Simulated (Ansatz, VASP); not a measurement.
# One calculation of Ti, two programs

```xyz
2
Lattice="2.9500 0.0000 0.0074 -1.4750 2.5548 -0.0037 0.0117 0.0000 4.6860" Properties=species:S:1:pos:R:3 pbc="T T T"
Ti    0.0029    1.7032    1.1715
Ti    1.4838    0.8516    3.5182
```

Change from the starting cell: strain +0.0050 x Voigt [0, 0, 0, 0, 1, 0], atoms carried along.

Alike in both runs: task single point; functional PBE; k mesh 18 × 18 × 10; occupations gaussian, width 0.15 eV; no spin polarisation.

|  | VASP | Ansatz |
| --- | --- | --- |
| version | VASP 6.6.1 | Ansatz 0.2.0 |
| potentials or method | VASP PAW PBE potentials, release 64 (Ti_sv), cutoff 520 eV | scalar-relativistic, plane waves, PAW |
| valence electrons in the cell | 24 | 24 |

|  | VASP | Ansatz | Ansatz less VASP |
| --- | --- | --- | --- |
| gap on the k mesh at the Fermi level (eV) | none | none | - |
| pressure (GPa) | -2.1 | -1.6 | +0.45 |
| traceless stress, the component that is largest in VASP (GPa) | -0.31 | -0.31 | +0.001 |

A gap of «none» marks a metal or a gap that the smearing closes. With one functional, cell and mesh, what is left measures potentials, basis and numerics.
